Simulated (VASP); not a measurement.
**As: single point with PBE**

The system is As.

```
CELL_PARAMETERS angstrom
0.00000 2.42371 2.42371
2.42371 0.00000 2.42371
2.42371 2.42371 0.00000
ATOMIC_POSITIONS crystal
As 0.87500 0.87500 0.87500
As 0.12500 0.12500 0.12500
```

This cell differs from its parent crystal: volume scaled by 0.5.

| Item | Value |
| --- | --- |
| Program | VASP 6.6.1 |
| Task | single point |
| Functional | PBE |
| Potentials or basis | VASP PAW PBE potentials, release 64 (As) |
| Cutoff | 520 eV |
| k mesh | 13 × 13 × 13 |
| Occupations | fermi-dirac, width 0.08 eV |
| Spin | no spin polarisation |
| Dipole correction | no |
| Further INCAR settings | ALGO = Normal; EDIFF = 1e-07; NBANDS = 12 |

```
Pressure               : 123.7 GPa
Band gap on the k mesh : zero (band 5 reaches 12.97 eV, above the bottom of band 6 at 8.71 eV)
```

Levels at points of the mesh, in eV from the Fermi level:
```tsv
k point	band 3	band 4	band 5	band 6	band 7	band 8
(0.00, 0.00, 0.00)	-3.87	-3.87	-0.43	-0.43	-0.43	-0.43
```

Run time: 67 s on 1 thread of AMD EPYC 7R13, on a shared host, peak memory 0.14 GiB.
